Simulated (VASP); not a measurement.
# SiGe2 (P-62m) in VASP: notebook

Runs on SiGe2. Level: PBE. Tasks: single point.

Program: VASP 6.6.1. These are calculated values, not measurements. Logs are shortened: lines on timing, memory, paths and dates and some standing lists are left out, and cuts for length are marked.

## (1) The cell of the first run

It takes space group P-62m (No. 189, hexagonal). The conventional cell has a = 5.129 Å, b = 5.129 Å, c = 4.719 Å, α = 90.00°, β = 90.00°, γ = 120.00°. Si (site symmetry -6) has 9 Ge at 2.91 to 2.96 Å and 3 Si at 2.96 Å within 3.8 Å. Within 3.8 Å of Ge (site symmetry m2m) lie 4 Si at 2.91 Å and 8 Ge at 2.91 to 2.96 Å. Ge (site symmetry -62m) has 6 Ge at 2.91 Å and 6 Si at 2.96 Å within 3.8 Å.

## (2) Single point, PBE

INCAR

```
PREC = Accurate ; ENCUT = 520
EDIFF = 1E-6 ; ISMEAR = 0
SIGMA = 0.1 ; LREAL = False
LASPH = True ; NELM = 80
ALGO = Normal ; ISIF = 2
LWAVE = False ; LCHARG = False
GGA = PE ; NBANDS = 41
```

KPOINTS

```
Automatic mesh
0
Gamma
  6 6 4
```

POSCAR

```
SiGe2
1.0
    5.1292914100      0.0000000000      0.0000000000
   -2.5646457100      4.4420966700      0.0000000000
    0.0000000000      0.0000000000      4.7193530800
Si Ge
2 4
Direct
    0.3333333300      0.6666666700      0.5000000000
    0.6666666700      0.3333333300      0.5000000000
    0.0000000000      0.6666666700      0.0000000000
    0.6666666700      0.0000000000      0.0000000000
    0.3333333300      0.3333333300      0.0000000000
    0.0000000000      0.0000000000      0.5000000000
```

Potentials or basis: VASP PAW PBE potentials, release 64 (Si, Ge_d).

Started as:

```bash
> cat potpaw_PBE.64/Si/POTCAR potpaw_PBE.64/Ge_d/POTCAR > POTCAR
> mpirun -np 1 vasp_std > vasp.out
```

OUTCAR:

```text
PREC = Accurate
   ENCUT = 520
   EDIFF = 1E-6
   ISMEAR = 0
   LREAL = False
   LASPH = True
   NELM = 80
   ISIF = 2
   GGA = PE

 ion  position               nearest neighbor table
   1  0.333  0.667  0.500-   3 2.91   3 2.91   4 2.91   4 2.91   5 2.91   5 2.91   2 2.96   6 2.96
                             2 2.96   6 2.96   6 2.96   2 2.96
   2  0.667  0.333  0.500-   4 2.91   4 2.91   3 2.91   3 2.91   5 2.91   5 2.91   1 2.96   6 2.96
                             1 2.96   6 2.96   6 2.96   1 2.96
   3  0.000  0.667  0.000-   1 2.91   1 2.91   6 2.91   6 2.91   2 2.91   2 2.91
   4  0.667  0.000  0.000-   6 2.91   6 2.91   2 2.91   2 2.91   1 2.91   1 2.91
   5  0.333  0.333  0.000-   6 2.91   6 2.91   2 2.91   2 2.91   1 2.91   1 2.91
   6  0.000  0.000  0.500-   4 2.91   4 2.91   5 2.91   5 2.91   3 2.91   3 2.91   1 2.96   2 2.96
                             2 2.96   1 2.96   2 2.96   1 2.96

  LATTYP: Found a hexagonal cell.
 ALAT       =     5.1292914100
 C/A-ratio  =     0.9200789549

  Lattice vectors:

 A1 = (   5.1292914100,   0.0000000000,   0.0000000000)
 A2 = (  -2.5646457100,   4.4420966700,   0.0000000000)
 A3 = (   0.0000000000,   0.0000000000,   4.7193530800)

Analysis of symmetry for initial positions (statically):
=====================================================================
 Subroutine PRICEL returns:
 Original cell was already a primitive cell.

 Routine SETGRP: Setting up the symmetry group for a
 hexagonal supercell.

 Subroutine GETGRP returns: Found 12 space group operations
 (whereof 12 operations were pure point group operations)
 out of a pool of 24 trial point group operations.

The static configuration has the point symmetry D_3h.

Analysis of symmetry for dynamics (positions and initial velocities):
=====================================================================
 Subroutine PRICEL returns:
 Original cell was already a primitive cell.

 Routine SETGRP: Setting up the symmetry group for a
 hexagonal supercell.

 Subroutine GETGRP returns: Found 12 space group operations
 (whereof 12 operations were pure point group operations)
 out of a pool of 24 trial point group operations.

The dynamic configuration has the point symmetry D_3h.

 Subroutine INISYM returns: Found 12 space group operations
 (whereof 12 operations are pure point group operations),
 and found     1 'primitive' translations
[... 98 lines left out ...]
   NELM   =     80;   NELMIN=  2; NELMDL= -5     # of ELM steps
   EDIFF  = 0.1E-05   stopping-criterion for ELM
   LREAL  =      F    real-space projection
   EDIFFG = 0.1E-04   stopping-criterion for IOM
   NSW    =      0    number of steps for IOM
   IBRION =     -1    ionic relax: 0-MD 1-quasi-New 2-CG
   NFREE  =      0    steps in history (QN), initial steepest desc. (CG)
   ISIF   =      2    stress and relaxation
   ISYM   =      2    0-nonsym 1-usesym 2-fastsym
   POTIM  = 0.5000    time-step for ionic-motion
   TEBEG  =    0.0;   TEEND  =   0.0 temperature during run
   PSTRESS=    0.0 pullay stress
   NELECT =      64.0000    total number of electrons
   NUPDOWN=      -1.0000    fix difference up-down
   EMIN   =  10.00;   EMAX   =-10.00  energy-range for DOS
   EFERMI =   0.00;   METHOD = LEGACY
   ISMEAR =     0;   SIGMA  =   0.10  broadening in eV -4-tet -1-fermi 0-gaus
   EFERMI_NEDOS =   21; number of points for ismear=-14 and -15
   IALGO  =     38    algorithm
   IMIX   =      4    mixing-type and parameters
     AMIX     =   0.40;   BMIX     =  1.00
     AMIX_MAG =   1.60;   BMIX_MAG =  1.00
  volume/ion in A,a.u.               =      17.92       120.94
  Fermi-wavevector in a.u.,A,eV,Ry     =   1.377079  2.602302 25.801364  1.896347
  Thomas-Fermi vector in A             =   2.502265
   LORBIT       =      0    0 simple, 1 ext, 2 COOP (PROOUT), +10 PAW based schemes
   GGA     = PE    functional components
   LHFCALC =     F    Hartree Fock is set to
   AEXX    =    0.0000 exact exchange contribution
   IVDW    =     0    specifies the selected vdW correction
   LEPSILON=     F    determine dielectric tensor
   LRPA    =     F    only Hartree local field effects (RPA)
 non-spin polarized calculation
 Gauss-broadening in eV      SIGMA  =   0.10
  energy-cutoff  :      520.00
  volume of cell :      107.53
 maximum number of plane-waves:      2918
 NGX is ok and might be reduce to    40

 number of electron      64.0000020 magnetization

 Free energy of the ion-electron system (eV)
  ---------------------------------------------------
  ext. energy  EPLUGINS =         0.00000000
  ---------------------------------------------------
  free energy    TOTEN  =       -26.17081597 eV

  energy without entropy =      -26.15142251  energy(sigma->0) =      -26.16111924

 E-fermi :   7.5397     XC(G=0): -11.1581

 val. band max:        7.5116310943   @ k =   0.5000   0.0000   0.2500
 cond. band min:       7.5873328508   @ k =   0.3333   0.1667   0.0000
 fundamental gap:      0.0757017565
 Fermi energy:         7.5396996300

 k-point     1 :       0.0000    0.0000    0.0000
  band No.  band energies     occupation
      1     -17.3758      2.00000
      2     -17.3758      2.00000
      3     -17.3720      2.00000
      4     -17.3713      2.00000
      5     -17.3713      2.00000
      6     -17.3524      2.00000
[... 913 lines left out ...]
     40      12.0563      0.00000
     41      12.0971      0.00000

------------------------ aborting loop because EDIFF is reached ----------------------------------------

  FORCE on cell =-STRESS in cart. coord.  units (eV):
  Direction    XX          YY          ZZ          XY          YZ          ZX
  --------------------------------------------------------------------------------------
  -------------------------------------------------------------------------------------
  Total       -1.6418716     -1.6418716      1.3355408      0.0000000      0.0000000      0.0000000
  in kB      -24.4636870    -24.4636870     19.8993961      0.0000000      0.0000000      0.0000000
  external PRESSURE =      -9.6759926 kB  Pullay stress =       0.0000000 kB

 VOLUME and BASIS-vectors are now :
 -----------------------------------------------------------------------------
  energy-cutoff  :      520.00
  volume of cell :      107.53
      direct lattice vectors                 reciprocal lattice vectors
     5.129291410  0.000000000  0.000000000     0.194958703  0.112559460  0.000000000
    -2.564645710  4.442096670  0.000000000     0.000000000  0.225118919  0.000000000
     0.000000000  0.000000000  4.719353080     0.000000000  0.000000000  0.211893449

 POSITION                                       TOTAL-FORCE (eV/Angst)
 -----------------------------------------------------------------------------------
     -0.00000      2.96140      2.35968        -0.000000      0.000000     -0.000000
      2.56465      1.48070      2.35968        -0.000000      0.000000     -0.000000
     -1.70976      2.96140      0.00000         0.100587     -0.174222     -0.000000
      3.41953      0.00000      0.00000        -0.201174     -0.000000      0.000000
      0.85488      1.48070      0.00000         0.100587      0.174222      0.000000
      0.00000      0.00000      2.35968        -0.000000     -0.000000     -0.000000
 -----------------------------------------------------------------------------------
    total drift:                               -0.000000     -0.000001      0.000000

  FREE ENERGIE OF THE ION-ELECTRON SYSTEM (eV)
  ---------------------------------------------------
  free  energy   TOTEN  =       -26.1708159708 eV

  energy  without entropy=      -26.1514225128  energy(sigma->0) =      -26.16111924
```

stdout:

```text
POSCAR found type information on POSCAR SiGe
 POSCAR found :  2 types and       6 ions
 scaLAPACK will be used
 LDA part: xc-table for (Slater+PW92), standard interpolation
 POSCAR, INCAR and KPOINTS ok, starting setup
 FFT: planning ... GRIDC
 FFT: planning ... GRID_SOFT
 FFT: planning ... GRID
 WAVECAR not read
 entering main loop
```

It took 96 s on 1 thread of Intel Xeon Platinum 8375C at 2.90GHz (Ice Lake), shared host; peak memory 0.25 GiB.

Results:

| Property | Result |
| --- | --- |
| Free energy | -26.1708 eV |
| Pressure | -1.0 GPa |
| Largest force | 0.201 eV/Å |
| Band gap on the k mesh | zero (bands 32 and 33 overlap by 3.52 eV) |

Forces in eV/Å, atoms in the order of the input:
```
Si   0.000  0.000  0.000
Si   0.000  0.000  0.000
Ge   0.101 -0.174  0.000
Ge  -0.201  0.000  0.000
Ge   0.101  0.174  0.000
Ge   0.000  0.000  0.000
```

Stress tensor (GPa, compression positive):
```
-2.45  0.00  0.00
 0.00 -2.45  0.00
 0.00  0.00  1.99
```

## (3) Single point, PBE

This run uses another cell than the first one, of the same volume but with other edges.

INCAR

```
SYSTEM = SiGe2
PREC     = Accurate       ! precision mode
ENCUT    = 520            ! plane-wave cutoff, eV
EDIFF    = 1E-7           ! SCF threshold, eV
ISMEAR   = 0              ! smearing method
SIGMA    = 0.1            ! smearing width, eV
LREAL    = .False.        ! projectors in reciprocal space
LASPH    = .True.         ! aspherical terms in the spheres
NELM     = 100            ! most SCF steps
ALGO     = Normal         ! electronic algorithm
ISIF     = 2              ! what is computed and relaxed
LWAVE    = .False.        ! write WAVECAR
LCHARG   = .False.        ! write CHGCAR
GGA      = PE             ! functional
NBANDS   = 41             ! bands
```

KPOINTS

```
regular mesh
0
Gamma
  12 12 8
  0 0 0
```

POSCAR

```
SiGe2
1.0
    4.9966683191      0.0000000028      0.0000000000
   -2.4983341620      4.3272416972      0.0000000000
    0.0000000000      0.0000000000      4.9803782272
Si Ge
2 4
Direct
    0.3333333333      0.6666666667      0.5000000000
    0.6666666667      0.3333333333      0.5000000000
    0.0000000000      0.6607315060      0.0000000000
    0.6607315060      0.0000000000      0.0000000000
    0.3392684940      0.3392684940      0.0000000000
    0.0000000000      0.0000000000      0.5000000000
```

Potentials or basis: VASP PAW PBE potentials, release 64 (Si, Ge_d).

Started as:

```bash
> cat potpaw_PBE.64/Si/POTCAR potpaw_PBE.64/Ge_d/POTCAR > POTCAR
> mpirun -np 1 vasp_std > vasp.out
```

OUTCAR:

```text
SYSTEM = SiGe2
   PREC = Accurate
   ENCUT = 520
   EDIFF = 1E-7
   ISMEAR = 0
   LREAL = .False.
   LASPH = .True.
   NELM = 100
   ISIF = 2
   GGA = PE

 ion  position               nearest neighbor table
   1  0.333  0.667  0.500-   2 2.88   2 2.88   6 2.88   6 2.88   6 2.88   2 2.88   3 2.99   3 2.99
                             4 2.99   4 2.99   5 2.99   5 2.99
   2  0.667  0.333  0.500-   1 2.88   1 2.88   6 2.88   6 2.88   6 2.88   1 2.88   4 2.99   4 2.99
                             3 2.99   3 2.99   5 2.99   5 2.99
   3  0.000  0.661  0.000-   4 2.86   4 2.86   5 2.86   5 2.86   1 2.99   1 2.99   2 2.99   2 2.99

   4  0.661  0.000  0.000-   3 2.86   5 2.86   3 2.86   5 2.86   2 2.99   2 2.99   1 2.99   1 2.99

   5  0.339  0.339  0.000-   4 2.86   3 2.86   4 2.86   3 2.86   1 2.99   1 2.99   2 2.99   2 2.99

   6  0.000  0.000  0.500-   1 2.88   2 2.88   1 2.88   2 2.88   2 2.88   1 2.88

  LATTYP: Found a hexagonal cell.
 ALAT       =     4.9966683191
 C/A-ratio  =     0.9967398092

  Lattice vectors:

 A1 = (   4.9966683191,   0.0000000028,   0.0000000000)
 A2 = (  -2.4983341620,   4.3272416972,   0.0000000000)
 A3 = (   0.0000000000,   0.0000000000,   4.9803782272)

Analysis of symmetry for initial positions (statically):
=====================================================================
 Subroutine PRICEL returns:
 Original cell was already a primitive cell.

 Routine SETGRP: Setting up the symmetry group for a
 hexagonal supercell.

 Subroutine GETGRP returns: Found 12 space group operations
 (whereof 12 operations were pure point group operations)
 out of a pool of 24 trial point group operations.

The static configuration has the point symmetry D_3h.

Analysis of symmetry for dynamics (positions and initial velocities):
=====================================================================
 Subroutine PRICEL returns:
 Original cell was already a primitive cell.

 Routine SETGRP: Setting up the symmetry group for a
 hexagonal supercell.

 Subroutine GETGRP returns: Found 12 space group operations
 (whereof 12 operations were pure point group operations)
 out of a pool of 24 trial point group operations.

The dynamic configuration has the point symmetry D_3h.

 Subroutine INISYM returns: Found 12 space group operations
 (whereof 12 operations are pure point group operations),
 and found     1 'primitive' translations

----------------------------------------------------------------------------------------

                                     Primitive cell

  volume of cell :     107.6847

  direct lattice vectors                    reciprocal lattice vectors
     4.996668319  0.000000003  0.000000000     0.200133356  0.115547047  0.000000000
    -2.498334162  4.327241697  0.000000000    -0.000000000  0.231094094  0.000000000
     0.000000000  0.000000000  4.980378227     0.000000000  0.000000000  0.200787963

  length of vectors
     4.996668319  4.996668319  4.980378227     0.231094094  0.231094094  0.200787963

  position of ions in fractional coordinates (direct lattice)
     0.333333333  0.666666667  0.500000000
     0.666666667  0.333333333  0.500000000
     0.000000000  0.660731506  0.000000000
     0.660731506  0.000000000  0.000000000
     0.339268494  0.339268494  0.000000000
[... 33 lines left out ...]
 ===========================================

 Found     95 irreducible k-points:

 Following reciprocal coordinates:
            Coordinates               Weight
  0.000000  0.000000  0.000000      1.000000
  0.083333  0.000000  0.000000      6.000000
  0.166667  0.000000  0.000000      6.000000
  0.250000  0.000000  0.000000      6.000000
  0.333333  0.000000  0.000000      6.000000
  0.416667  0.000000  0.000000      6.000000
[... 16 lines left out ...]
  0.250000  0.000000  0.125000     12.000000
  0.333333  0.000000  0.125000     12.000000
 [... further k-points ...]
   k-points           NKPTS =     95   k-points in BZ     NKDIM =     95   number of bands    NBANDS=     41
   number of dos      NEDOS =    301   number of ions     NIONS =      6
   total plane-waves  NPLWV =  64000
   dimension x,y,z NGX =    40 NGY =   40 NGZ =   40
   dimension x,y,z NGXF=    80 NGYF=   80 NGZF=   80
   ions per type =               2   4
   NGX,Y,Z   is equivalent  to a cutoff of  13.31, 13.31, 13.35 a.u.
   NGXF,Y,Z  is equivalent  to a cutoff of  26.62, 26.62, 26.70 a.u.
 SYSTEM =  SiGe2
   PREC   = accura    normal or accurate (medium, high low for compatibility)
   ISTART =      0    job   : 0-new  1-cont  2-samecut
   ICHARG =      2    charge: 1-file 2-atom 10-const
   ISPIN  =      1    spin polarized calculation?
   LNONCOLLINEAR =      F non collinear calculations
   LSORBIT =      F    spin-orbit coupling
   LASPH  =      T    aspherical Exc in radial PAW
   ENCUT  =  520.0 eV  38.22 Ry    6.18 a.u.   9.29  9.29  9.26*2*pi/ulx,y,z
   NELM   =    100;   NELMIN=  2; NELMDL= -5     # of ELM steps
   EDIFF  = 0.1E-06   stopping-criterion for ELM
   LREAL  =      F    real-space projection
   EDIFFG = 0.1E-05   stopping-criterion for IOM
   NSW    =      0    number of steps for IOM
   IBRION =     -1    ionic relax: 0-MD 1-quasi-New 2-CG
   NFREE  =      0    steps in history (QN), initial steepest desc. (CG)
   ISIF   =      2    stress and relaxation
   ISYM   =      2    0-nonsym 1-usesym 2-fastsym
   POTIM  = 0.5000    time-step for ionic-motion
   TEBEG  =    0.0;   TEEND  =   0.0 temperature during run
   PSTRESS=    0.0 pullay stress
   NELECT =      64.0000    total number of electrons
   NUPDOWN=      -1.0000    fix difference up-down
   EMIN   =  10.00;   EMAX   =-10.00  energy-range for DOS
   EFERMI =   0.00;   METHOD = LEGACY
   ISMEAR =     0;   SIGMA  =   0.10  broadening in eV -4-tet -1-fermi 0-gaus
   EFERMI_NEDOS =   21; number of points for ismear=-14 and -15
   IALGO  =     38    algorithm
   IMIX   =      4    mixing-type and parameters
     AMIX     =   0.40;   BMIX     =  1.00
     AMIX_MAG =   1.60;   BMIX_MAG =  1.00
  volume/ion in A,a.u.               =      17.95       121.12
  Fermi-wavevector in a.u.,A,eV,Ry     =   1.376417  2.601052 25.776576  1.894525
  Thomas-Fermi vector in A             =   2.501664
   LORBIT       =      0    0 simple, 1 ext, 2 COOP (PROOUT), +10 PAW based schemes
   GGA     = PE    functional components
   LHFCALC =     F    Hartree Fock is set to
   AEXX    =    0.0000 exact exchange contribution
   IVDW    =     0    specifies the selected vdW correction
   LEPSILON=     F    determine dielectric tensor
   LRPA    =     F    only Hartree local field effects (RPA)
 non-spin polarized calculation
 Gauss-broadening in eV      SIGMA  =   0.10
  energy-cutoff  :      520.00
  volume of cell :      107.68
 maximum number of plane-waves:      2934
 NGX is ok and might be reduce to    40

 number of electron      64.0000030 magnetization

 Free energy of the ion-electron system (eV)
  ---------------------------------------------------
  ext. energy  EPLUGINS =         0.00000000
  ---------------------------------------------------
  free energy    TOTEN  =       -26.18291670 eV

  energy without entropy =      -26.16951783  energy(sigma->0) =      -26.17621727

 E-fermi :   7.4331     XC(G=0): -11.1468

 val. band max:        7.4271805162   @ k =   0.1667   0.0000   0.2500
 cond. band min:       7.4366938899   @ k =   0.4167   0.1667   0.5000
 fundamental gap:      0.0095133737
 Fermi energy:         7.4331488909

 k-point     1 :       0.0000    0.0000    0.0000
  band No.  band energies     occupation
      1     -17.3768      2.00000
      2     -17.3671      2.00000
      3     -17.3671      2.00000
      4     -17.3554      2.00000
      5     -17.3554      2.00000
      6     -17.3369      2.00000
[... 1045 lines left out ...]
     40      12.2479      0.00000
     41      12.3466      0.00000

 [... further k-points ...]
[... 5 lines left out ...]
  --------------------------------------------------------------------------------------
  -------------------------------------------------------------------------------------
  Total        0.0270919      0.0270919      0.0434950     -0.0000000     -0.0000000     -0.0000000
  in kB        0.4030843      0.4030843      0.6471372     -0.0000000     -0.0000000     -0.0000000
  external PRESSURE =       0.4844352 kB  Pullay stress =       0.0000000 kB

 VOLUME and BASIS-vectors are now :
 -----------------------------------------------------------------------------
  energy-cutoff  :      520.00
  volume of cell :      107.68
      direct lattice vectors                 reciprocal lattice vectors
     4.996668319  0.000000003  0.000000000     0.200133356  0.115547047  0.000000000
    -2.498334162  4.327241697  0.000000000    -0.000000000  0.231094094  0.000000000
     0.000000000  0.000000000  4.980378227     0.000000000  0.000000000  0.200787963

 POSITION                                       TOTAL-FORCE (eV/Angst)
 -----------------------------------------------------------------------------------
     -0.00000      2.88483      2.49019        -0.000000      0.000000     -0.000000
      2.49833      1.44241      2.49019        -0.000000      0.000000     -0.000000
     -1.65073      2.85914      0.00000        -0.000583      0.001009     -0.000000
      3.30146      0.00000      0.00000         0.001165      0.000000      0.000000
      0.84761      1.46810      0.00000        -0.000583     -0.001009      0.000000
      0.00000      0.00000      2.49019        -0.000000     -0.000000     -0.000000
 -----------------------------------------------------------------------------------
    total drift:                                0.000000      0.000001     -0.000000

  FREE ENERGIE OF THE ION-ELECTRON SYSTEM (eV)
  ---------------------------------------------------
  free  energy   TOTEN  =       -26.1829167026 eV

  energy  without entropy=      -26.1695178306  energy(sigma->0) =      -26.17621727
```

Run time: 7.9 min. Hardware: 1 thread of Intel Xeon Platinum 8375C at 2.90GHz (Ice Lake), shared host; peak memory 0.44 GiB.

Results:

```
Free energy            : -26.1829 eV
Pressure               : 0.0 GPa
Band gap on the k mesh : zero (bands 32 and 33 overlap by 4.04 eV)
```

The gap in the log of VASP goes by the Fermi energy; the results here count the filled bands.